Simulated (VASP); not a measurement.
# BN in VASP: a series of runs, part 2 of 2

VASP 6.6.1. Earlier steps stand in the parts before.

### Step 5. Single point, r2SCAN (uniaxial z strain -2.2%)

File POSCAR:

```
BN
1.0
    0.0000000000      1.8048254535      1.7649388110
    1.8048254535      0.0000000000      1.7649388110
    1.8048254535      1.8048254535      0.0000000000
B N
1 1
Direct
    0.0000000000      0.0000000000      0.0000000000
    0.2500000000      0.2500000000      0.2500000000
```

File INCAR.step1:

```
PREC     = Accurate       # precision mode
ENCUT    = 910            # plane-wave cutoff, eV
ISMEAR   = 0              # smearing method
SIGMA    = 0.01           # smearing width, eV
LREAL    = False          # projectors in reciprocal space
LASPH    = True           # aspherical terms in the spheres
NELM     = 120            # most SCF steps
NBANDS   = 11             # bands
GGA      = PE             # functional
ALGO     = Normal         # electronic algorithm
EDIFF    = 1E-5           # SCF threshold, eV
LWAVE    = True           # write WAVECAR
LCHARG   = False          # write CHGCAR
GGA_COMPAT= False
```

File INCAR.step2:

```
PREC     = Accurate       # precision mode
ENCUT    = 910            # plane-wave cutoff, eV
EDIFF    = 1E-6           # SCF threshold, eV
ISMEAR   = 0              # smearing method
SIGMA    = 0.01           # smearing width, eV
LREAL    = False          # projectors in reciprocal space
LASPH    = True           # aspherical terms in the spheres
NELM     = 120            # most SCF steps
ALGO     = Normal         # electronic algorithm
ISIF     = 2              # what is computed and relaxed
LWAVE    = False          # write WAVECAR
LCHARG   = True           # write CHGCAR
METAGGA  = R2SCAN         # meta-GGA
LMIXTAU  = True         
LELF     = True           # ELF
LVHAR    = True         
NBANDS   = 11             # bands
ISTART   = 1            
GGA_COMPAT= False
```

File KPOINTS:

```
Automatic mesh
0
Gamma
  12 12 12
```

Potentials or basis: VASP PAW PBE potentials, release 64 (B_h, N_h).

The run is started by

```console
cat potpaw_PBE.64/B_h/POTCAR potpaw_PBE.64/N_h/POTCAR > POTCAR
cp INCAR.step1 INCAR
mpirun -np 1 vasp_std > vasp.out
cp INCAR.step2 INCAR
mpirun -np 1 vasp_std > vasp.out
```

OUTCAR:

```text
PREC = Accurate
   ENCUT = 910
   EDIFF = 1E-6
   ISMEAR = 0
   LREAL = False
   LASPH = True
   NELM = 120
   ISIF = 2
   METAGGA = R2SCAN
   ISTART = 1

 ion  position               nearest neighbor table
   1  0.000  0.000  0.000-
   2  0.250  0.250  0.250-

  LATTYP: Found a body centered tetragonal cell.
 ALAT       =     2.5524086341
 C/A-ratio  =     1.3829594427

  Lattice vectors:

 A1 = (   0.0000000000,  -1.8048254535,  -1.7649388110)
 A2 = (   0.0000000000,   1.8048254535,  -1.7649388110)
 A3 = (   1.8048254535,   0.0000000000,   1.7649388110)

Analysis of symmetry for initial positions (statically):
=====================================================================
 Subroutine PRICEL returns:
 Original cell was already a primitive cell.

 Routine SETGRP: Setting up the symmetry group for a
 body centered tetragonal supercell.

 Subroutine GETGRP returns: Found  8 space group operations
 (whereof  8 operations were pure point group operations)
 out of a pool of 16 trial point group operations.

The static configuration has the point symmetry D_2d.

Analysis of symmetry for dynamics (positions and initial velocities):
=====================================================================
 Subroutine PRICEL returns:
 Original cell was already a primitive cell.

 Routine SETGRP: Setting up the symmetry group for a
 body centered tetragonal supercell.

 Subroutine GETGRP returns: Found  8 space group operations
 (whereof  8 operations were pure point group operations)
 out of a pool of 16 trial point group operations.

The dynamic configuration has the point symmetry D_2d.

 Subroutine INISYM returns: Found  8 space group operations
 (whereof  8 operations are pure point group operations),
 and found     1 'primitive' translations

----------------------------------------------------------------------------------------

                                     Primitive cell

  volume of cell :      11.4982

  direct lattice vectors                    reciprocal lattice vectors
     0.000000000  1.804825453  1.764938811    -0.277035100  0.277035100  0.283295940
     1.804825453  0.000000000  1.764938811     0.277035100 -0.277035100  0.283295940
     1.804825453  1.804825453  0.000000000     0.277035100  0.277035100 -0.283295940

  length of vectors
     2.524362083  2.524362083  2.552408634     0.483480592  0.483480592  0.483480592

  position of ions in fractional coordinates (direct lattice)
     0.000000000  0.000000000  0.000000000
     0.250000000  0.250000000  0.250000000

  ion indices of the primitive-cell ions
   primitive index   ion index
                 1           1
                 2           2

----------------------------------------------------------------------------------------

 KPOINTS: Automatic mesh

Automatic generation of k-mesh.
 Grid dimensions read from file:
 generate k-points for:   12   12   12

 Generating k-lattice:

  Cartesian coordinates                     Fractional coordinates (reciprocal lattice)
    -0.023086258  0.023086258  0.023607995     0.083333333 -0.000000000  0.000000000
     0.023086258 -0.023086258  0.023607995    -0.000000000  0.083333333  0.000000000
     0.023086258  0.023086258 -0.023607995     0.000000000  0.000000000  0.083333333

  Length of vectors
     0.040290049  0.040290049  0.040290049

  Shift w.r.t. Gamma in fractional coordinates (k-lattice)
     0.000000000  0.000000000  0.000000000

 Subroutine IBZKPT returns following result:
 ===========================================

 Found    163 irreducible k-points:

 Following reciprocal coordinates:
            Coordinates               Weight
  0.000000  0.000000  0.000000      1.000000
  0.083333  0.000000  0.000000      8.000000
  0.166667  0.000000  0.000000      8.000000
  0.250000  0.000000  0.000000      8.000000
  0.333333  0.000000  0.000000      8.000000
  0.416667  0.000000  0.000000      8.000000
[... 16 lines left out ...]
  0.500000  0.166667  0.000000      8.000000
 -0.416667  0.166667  0.000000      8.000000
 [... further k-points ...]
   k-points           NKPTS =    163   k-points in BZ     NKDIM =    163   number of bands    NBANDS=     11
   number of dos      NEDOS =    301   number of ions     NIONS =      2
   total plane-waves  NPLWV =  21952
   dimension x,y,z NGX =    28 NGY =   28 NGZ =   28
   dimension x,y,z NGXF=    56 NGYF=   56 NGZF=   56
   ions per type =               1   1
   NGX,Y,Z   is equivalent  to a cutoff of  18.44, 18.44, 18.24 a.u.
   NGXF,Y,Z  is equivalent  to a cutoff of  36.88, 36.88, 36.47 a.u.
 SYSTEM =  unknown system
   PREC   = accura    normal or accurate (medium, high low for compatibility)
   ISTART =      1    job   : 0-new  1-cont  2-samecut
   ICHARG =      0    charge: 1-file 2-atom 10-const
   ISPIN  =      1    spin polarized calculation?
   LNONCOLLINEAR =      F non collinear calculations
   LSORBIT =      F    spin-orbit coupling
   LASPH  =      T    aspherical Exc in radial PAW
   ENCUT  =  910.0 eV  66.88 Ry    8.18 a.u.   6.21  6.21  6.28*2*pi/ulx,y,z
   NELM   =    120;   NELMIN=  2; NELMDL=  0     # of ELM steps
   EDIFF  = 0.1E-05   stopping-criterion for ELM
   LREAL  =      F    real-space projection
   EDIFFG = 0.1E-04   stopping-criterion for IOM
   NSW    =      0    number of steps for IOM
   IBRION =     -1    ionic relax: 0-MD 1-quasi-New 2-CG
   NFREE  =      0    steps in history (QN), initial steepest desc. (CG)
   ISIF   =      2    stress and relaxation
   ISYM   =      2    0-nonsym 1-usesym 2-fastsym
   POTIM  = 0.5000    time-step for ionic-motion
   TEBEG  =    0.0;   TEEND  =   0.0 temperature during run
   PSTRESS=    0.0 pullay stress
   NELECT =       8.0000    total number of electrons
   NUPDOWN=      -1.0000    fix difference up-down
   EMIN   =  10.00;   EMAX   =-10.00  energy-range for DOS
   EFERMI =   0.00;   METHOD = LEGACY
   ISMEAR =     0;   SIGMA  =   0.01  broadening in eV -4-tet -1-fermi 0-gaus
   EFERMI_NEDOS =   21; number of points for ismear=-14 and -15
   IALGO  =     38    algorithm
   IMIX   =      4    mixing-type and parameters
     AMIX     =   0.40;   BMIX     =  1.00
     AMIX_MAG =   1.60;   BMIX_MAG =  1.00
  volume/ion in A,a.u.               =       5.75        38.80
  Fermi-wavevector in a.u.,A,eV,Ry     =   1.450646  2.741324 28.631748  2.104374
  Thomas-Fermi vector in A             =   2.568234
   LORBIT       =      0    0 simple, 1 ext, 2 COOP (PROOUT), +10 PAW based schemes
   METAGGA = R2SCAN    functional components
   LHFCALC =     F    Hartree Fock is set to
   AEXX    =    0.0000 exact exchange contribution
   IVDW    =     0    specifies the selected vdW correction
   LEPSILON=     F    determine dielectric tensor
   LRPA    =     F    only Hartree local field effects (RPA)
 non-spin polarized calculation
 Gauss-broadening in eV      SIGMA  =   0.01
  energy-cutoff  :      910.00
  volume of cell :       11.50
 maximum number of plane-waves:       740
 NGX is ok and might be reduce to    28
   NGX = 13   NGY = 13   NGZ = 13

 number of electron       8.0000000 magnetization

 Free energy of the ion-electron system (eV)
  ---------------------------------------------------
  ext. energy  EPLUGINS =         0.00000000
  ---------------------------------------------------
  free energy    TOTEN  =       -19.18498369 eV

  energy without entropy =      -19.18498369  energy(sigma->0) =      -19.18498369

 E-fermi :   9.6746     XC(G=0): -13.9016

 val. band max:        9.4499974884   @ k =   0.0000   0.0000   0.0000
 cond. band min:      14.0615735900   @ k =   0.5000   0.5000   0.0000
 fundamental gap:      4.6115761015
 Fermi energy:         9.6745914575

 k-point     1 :       0.0000    0.0000    0.0000
  band No.  band energies     occupation
      1     -12.2939      2.00000
      2       9.2299      2.00000
      3       9.2299      2.00000
      4       9.4500      2.00000
      5      18.8823      0.00000
      6      19.0458      0.00000
      7      19.0458      0.00000
      8      20.8296      0.00000
      9      35.9862      0.00000
     10      37.7425      0.00000
     11      38.8517      0.00000
[... 309 lines left out ...]
 k-point    24 :      -0.4167    0.1667    0.0000
  band No.  band energies     occupation
      1      -7.4856      2.00000
      2      -1.2586      2.00000
      3       5.1220      2.00000
      4       6.3750      2.00000
      5      19.1869      0.00000
      6      22.5629      0.00000
      7      22.8549      0.00000
      8      26.5218      0.00000
      9      31.8452      0.00000
     10      36.2062      0.00000
     11      38.1489      0.00000

 [... further k-points ...]

------------------------ aborting loop because EDIFF is reached ----------------------------------------

  FORCE on cell =-STRESS in cart. coord.  units (eV):
  Direction    XX          YY          ZZ          XY          YZ          ZX
  --------------------------------------------------------------------------------------
  -------------------------------------------------------------------------------------
  Total        0.2687666      0.2687666      1.2989955      0.0000000     -0.0000000      0.0000000
  in kB       37.4503414     37.4503414    181.0039920      0.0000000     -0.0000000      0.0000000
  external PRESSURE =      85.3015583 kB  Pullay stress =       0.0000000 kB

 VOLUME and BASIS-vectors are now :
 -----------------------------------------------------------------------------
  energy-cutoff  :      910.00
  volume of cell :       11.50
      direct lattice vectors                 reciprocal lattice vectors
     0.000000000  1.804825453  1.764938811    -0.277035100  0.277035100  0.283295940
     1.804825453  0.000000000  1.764938811     0.277035100 -0.277035100  0.283295940
     1.804825453  1.804825453  0.000000000     0.277035100  0.277035100 -0.283295940

 POSITION                                       TOTAL-FORCE (eV/Angst)
 -----------------------------------------------------------------------------------
      0.00000      0.00000      0.00000         0.000000      0.000000     -0.000000
      0.90241      0.90241      0.88247        -0.000000     -0.000000      0.000000
 -----------------------------------------------------------------------------------
    total drift:                                0.000000      0.000000      0.000000

  FREE ENERGIE OF THE ION-ELECTRON SYSTEM (eV)
  ---------------------------------------------------
  free  energy   TOTEN  =       -19.1849836903 eV

  energy  without entropy=      -19.1849836903  energy(sigma->0) =      -19.18498369
```

Wall time 83 s (1 thread of Intel Xeon 6975P-C (Granite Rapids), shared host); peak memory 0.18 GiB.

Results:

```yaml
Free_energy: -19.1850 eV
Pressure: 8.5 GPa
Band_gap_on_the_k_mesh: 4.61 eV, indirect (least direct gap 9.43 eV)
```

Caveat: the cell differs from its parent crystal (uniaxial z strain -2.2%); the cutoff is under 1.25 times the usual one of these potentials, so pressure, stress and relaxed cells hold a basis-set (Pulay) error; the PAW data sets were made with another functional, which shifts forces and pressure a little. A k mesh can miss the band edges.

### Step 6. Single point, r2SCAN (epitaxial xy strain -1.9%)

File POSCAR:

```
BN
1.0
    0.0000000000      1.7707142524      1.8193282481
    1.7707142524      0.0000000000      1.8193282481
    1.7707142524      1.7707142524      0.0000000000
B N
1 1
Direct
    0.0000000000      0.0000000000      0.0000000000
    0.2500000000      0.2500000000      0.2500000000
```

File INCAR.step1:

```
SYSTEM = BN
PREC = Accurate
ENCUT = 910
ISMEAR = 0
SIGMA = 0.01
LREAL = .False.
LASPH = .True.
NELM = 120
NBANDS = 11
GGA = PE
ALGO = Normal
EDIFF = 1E-5
LWAVE = .True.
LCHARG = .False.
GGA_COMPAT = .False.
```

File INCAR.step2:

```
SYSTEM = BN
PREC = Accurate
ENCUT = 910
EDIFF = 1E-6
ISMEAR = 0
SIGMA = 0.01
LREAL = .False.
LASPH = .True.
NELM = 120
ALGO = Normal
ISIF = 2
LWAVE = .False.
LCHARG = .False.
METAGGA = R2SCAN
LMIXTAU = .True.
NBANDS = 11
ISTART = 1
GGA_COMPAT = .False.
```

File KPOINTS:

```
regular mesh
0
Gamma
  12 12 12
  0 0 0
```

Potentials or basis: VASP PAW PBE potentials, release 64 (B_h, N_h).

The run is started by

```console
cat potpaw_PBE.64/B_h/POTCAR potpaw_PBE.64/N_h/POTCAR > POTCAR
cp INCAR.step1 INCAR
mpirun -np 1 vasp_std > vasp.out
cp INCAR.step2 INCAR
mpirun -np 1 vasp_std > vasp.out
```

OUTCAR:

```text
SYSTEM = BN
   PREC = Accurate
   ENCUT = 910
   EDIFF = 1E-6
   ISMEAR = 0
   LREAL = .False.
   LASPH = .True.
   NELM = 120
   ISIF = 2
   METAGGA = R2SCAN
   ISTART = 1

 ion  position               nearest neighbor table
   1  0.000  0.000  0.000-
   2  0.250  0.250  0.250-

  LATTYP: Found a body centered tetragonal cell.
 ALAT       =     2.5041681108
 C/A-ratio  =     1.4530400257

  Lattice vectors:

 A1 = (  -1.7707142524,   0.0000000000,   1.8193282481)
 A2 = (   1.7707142524,   0.0000000000,   1.8193282481)
 A3 = (   0.0000000000,   1.7707142524,  -1.8193282481)

Analysis of symmetry for initial positions (statically):
=====================================================================
 Subroutine PRICEL returns:
 Original cell was already a primitive cell.

 Routine SETGRP: Setting up the symmetry group for a
 body centered tetragonal supercell.

 Subroutine GETGRP returns: Found  8 space group operations
 (whereof  8 operations were pure point group operations)
 out of a pool of 16 trial point group operations.

[... 172 lines left out ...]
      1     -12.2741      2.00000
      2       9.2209      2.00000
      3       9.5128      2.00000
      4       9.5128      2.00000
      5      19.0782      0.00000
      6      19.0782      0.00000
      7      19.2783      0.00000
      8      21.0768      0.00000
      9      36.2580      0.00000
     10      37.7168      0.00000
     11      38.7516      0.00000
[... 309 lines left out ...]
 k-point    24 :      -0.4167    0.1667    0.0000
  band No.  band energies     occupation
      1      -7.4175      2.00000
      2      -1.2825      2.00000
      3       4.7542      2.00000
      4       6.9146      2.00000
      5      19.9373      0.00000
      6      22.6584      0.00000
      7      22.9097      0.00000
      8      26.6798      0.00000
      9      32.4986      0.00000
     10      36.4638      0.00000
     11      38.3431      0.00000

 [... further k-points ...]

------------------------ aborting loop because EDIFF is reached ----------------------------------------

  FORCE on cell =-STRESS in cart. coord.  units (eV):
  Direction    XX          YY          ZZ          XY          YZ          ZX
  --------------------------------------------------------------------------------------
  -------------------------------------------------------------------------------------
  Total        1.2927054      1.2927054     -0.0479473      0.0000000     -0.0000000      0.0000000
  in kB      181.5399087    181.5399087     -6.7334366      0.0000000     -0.0000000      0.0000000
  external PRESSURE =     118.7821269 kB  Pullay stress =       0.0000000 kB

 VOLUME and BASIS-vectors are now :
 -----------------------------------------------------------------------------
  energy-cutoff  :      910.00
  volume of cell :       11.41
      direct lattice vectors                 reciprocal lattice vectors
     0.000000000  1.770714252  1.819328248    -0.282371929  0.282371929  0.274826712
     1.770714252  0.000000000  1.819328248     0.282371929 -0.282371929  0.274826712
     1.770714252  1.770714252  0.000000000     0.282371929  0.282371929 -0.274826712

 POSITION                                       TOTAL-FORCE (eV/Angst)
 -----------------------------------------------------------------------------------
      0.00000      0.00000      0.00000        -0.000000     -0.000000     -0.000000
      0.88536      0.88536      0.90966         0.000000      0.000000      0.000000
 -----------------------------------------------------------------------------------
    total drift:                                0.000000      0.000000      0.000000

  FREE ENERGIE OF THE ION-ELECTRON SYSTEM (eV)
  ---------------------------------------------------
  free  energy   TOTEN  =       -19.1748311772 eV

  energy  without entropy=      -19.1748311772  energy(sigma->0) =      -19.17483118
```

Run time: 81 s. Hardware: 1 thread of Intel Xeon 6975P-C (Granite Rapids), shared host; peak memory 0.18 GiB.

Results:

- Free energy: -19.1748 eV
- Pressure: 11.9 GPa
- Band gap on the k mesh: 4.78 eV, indirect (least direct gap 9.57 eV)

Levels at points of the mesh, in eV from the valence-band top:
```tsv
k point	band 2	band 3	band 4	band 5	band 6	band 7
(0.00, 0.00, 0.00)	-0.29	0.00	0.00	9.57	9.57	9.77
(0.50, 0.00, 0.00)	-11.50	-2.40	-1.95	10.76	11.76	11.83
(0.50, 0.50, 0.00)	-9.91	-5.10	-5.10	5.28	10.38	19.70
(0.50, 0.00, 0.50)	-9.50	-5.50	-5.48	4.78	9.71	19.52
```

Caveat: the cell differs from its parent crystal (epitaxial xy strain -1.9%); the cutoff is under 1.25 times the usual one of these potentials, so pressure, stress and relaxed cells hold a basis-set (Pulay) error; the PAW data sets were made with another functional, which shifts forces and pressure a little.

### Step 7. Overview

```tsv
potentials or basis	cell	cutoff (eV)	second run	gap on the mesh (eV)	pressure (GPa)
VASP PAW PBE potentials, release 64 (B, N)	a = 2.539, b = 2.539, c = 2.504 Å, angles 60.4, 60.4, 59.1°, 2 atoms	520	-	4.76	13.7
VASP PAW PBE potentials, release 64 (B, N)	a = 2.524, b = 2.524, c = 2.552 Å, angles 59.6, 59.6, 60.7°, 2 atoms	520	-	4.59	10.3
VASP PAW PBE potentials, release 64 (B, N)	a = 2.614 Å, angles 58.5°, 2 atoms	520	-	4.88	-11.3
VASP PAW PBE potentials, release 64 (B_h, N_h)	a = 2.524, b = 2.524, c = 2.552 Å, angles 59.6, 59.6, 60.7°, 2 atoms	910	hard_potentials	4.61	8.5
VASP PAW PBE potentials, release 64 (B_h, N_h)	a = 2.539, b = 2.539, c = 2.504 Å, angles 60.4, 60.4, 59.1°, 2 atoms	910	hard_potentials	4.78	11.9
```

Alike in all rows: task single point; level r2SCAN; no spin polarisation; k mesh 12 × 12 × 12; smearing gaussian 0.01 eV.

Caveats: the PAW data sets were made with another functional, which shifts forces and pressure a little; the cutoff is under 1.25 times the usual one of these potentials, so pressure, stress and relaxed cells hold a basis-set (Pulay) error (some runs).

Total energies depend on the potentials used, so only differences within one code and one set of settings carry meaning.
